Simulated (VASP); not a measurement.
Al, 4 atoms in the cell. It takes space group P6_3/mmc (No. 194, hexagonal). The conventional cell has a = 2.770 Å, b = 2.770 Å, c = 9.391 Å, α = 90.00°, β = 90.00°, γ = 120.00°. Within 3.7 Å of Al (site symmetry -3m) lie 12 Al at 2.77 to 2.84 Å. Al (site symmetry -6m2) has 12 Al at 2.77 to 2.84 Å within 3.7 Å. This isn't the form of Al at room conditions, which is fcc.

```yaml
Program: VASP 6.6.1
Task: single point
Functional: PBE
Dispersion: D3(BJ)
Potentials_or_basis: VASP PAW PBE potentials, release 64 (Al)
Cutoff: 520 eV
k_mesh: 18 × 18 × 6
Occupations: gaussian, width 0.15 eV
Spin: no spin polarisation
Dipole_correction: no
Further_INCAR_settings: ALGO = Fast; EDIFF = 1e-06; NBANDS = 14
```

Potentials or basis: VASP PAW PBE potentials, release 64 (Al).

Launch:

```sh
$ cat potpaw_PBE.64/Al/POTCAR > POTCAR
$ mpirun -np 1 vasp_std > vasp.out
```

Hardware: 1 thread of Intel(R) Xeon(R) 6975P-C (Granite Rapids) (shared host).

How long does it take, and how much memory?

Wall time 42 s on 1 thread of Intel(R) Xeon(R) 6975P-C (Granite Rapids) (shared host), peak memory 0.25 GiB. Counts: scf iterations 12, k points 148.
